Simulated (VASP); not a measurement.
**C: single point with PBE**

C:

```xyz
2
Lattice="0.0000 2.0104 2.0104 2.0104 0.0000 2.0104 2.0104 2.0104 0.0000" Properties=species:S:1:pos:R:3 pbc="T T T"
C    -0.2915   -0.7137   -0.7137
C     0.2915    0.7137    0.7137
```

This cell differs from its parent crystal: shortest bond scaled by 0.58.

| Item | Value |
| --- | --- |
| Program | VASP 6.6.1 |
| Task | single point |
| Functional | PBE |
| Potentials or basis | VASP PAW PBE potentials, release 64 (C) |
| Cutoff | 520 eV |
| k mesh | 13 × 13 × 13 |
| Occupations | fermi-dirac, width 0.05 eV |
| Spin | no spin polarisation |
| Dipole correction | no |
| Further INCAR settings | ALGO = Normal; EDIFF = 1e-07; NBANDS = 11 |

The pressure is 118.8 GPa. The largest force is 44.581 eV/Å and the band gap on the k mesh is zero (band 4 reaches 3.36 eV, above the bottom of band 5 at 2.96 eV).

Forces on the atoms (eV/Å):
```
C   -25.739  25.739  25.739
C    25.739 -25.739 -25.739
```

Stress tensor (GPa, compression positive):
```
 118.78 -124.70 -124.70
-124.70  118.78  124.70
-124.70  124.70  118.78
```

Levels at points of the mesh, in eV from the Fermi level:
| k point | band 2 | band 3 | band 4 | band 5 | band 6 | band 7 |
| --- | --- | --- | --- | --- | --- | --- |
| (0.00, 0.00, 0.00) | -5.01 | -0.13 | -0.13 | 5.21 | 8.32 | 8.32 |

Wall time 90 s on 1 thread of AMD EPYC 7R13 (shared host), peak memory 0.12 GiB.

Caveat: the cell differs from its parent crystal (shortest bond scaled by 0.58); forces of over 1 eV/Å act on the atoms, so gaps and moduli don't describe the material at rest.
